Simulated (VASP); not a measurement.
Here is a VASP 6.6.1 calculation.

File INCAR:

```
PREC = Accurate
ENCUT = 520
EDIFF = 1E-6
ISMEAR = 0
SIGMA = 0.15
LREAL = False
LASPH = True
NELM = 60
ALGO = Fast
ISIF = 2
LWAVE = False
LCHARG = True
GGA = PS
LELF = True
LVHAR = True
NBANDS = 10
```

The input KPOINTS:

```
Automatic mesh
0
Gamma
  26 26 26
```

Contents of POSCAR:

```
Ir
1.0
    0.0000000000      1.9151152071      1.9151152071
    1.8576617509      0.0000000000      1.9151152071
    1.8576617509      1.9151152071      0.0000000000
Ir
1
Direct
    0.0000000000      0.0000000000      0.0000000000
```

Potentials or basis: VASP PAW PBE potentials, release 64 (Ir).

Launch:

```sh
$ cat potpaw_PBE.64/Ir/POTCAR > POTCAR
$ mpirun -np 1 vasp_std > vasp.out
```

**Question.** What does it give for the pressure?

**Answer.** 13.9 GPa.

Stress tensor (GPa, compression positive):
```
22.37  0.00  0.00
 0.00  9.70  0.00
 0.00  0.00  9.70
```

Caveat: the cell differs from its parent crystal (strain -0.0300 x Voigt [1, 0, 0, 0, 0, 0]); the PAW data sets were made with another functional, which shifts forces and pressure a little.
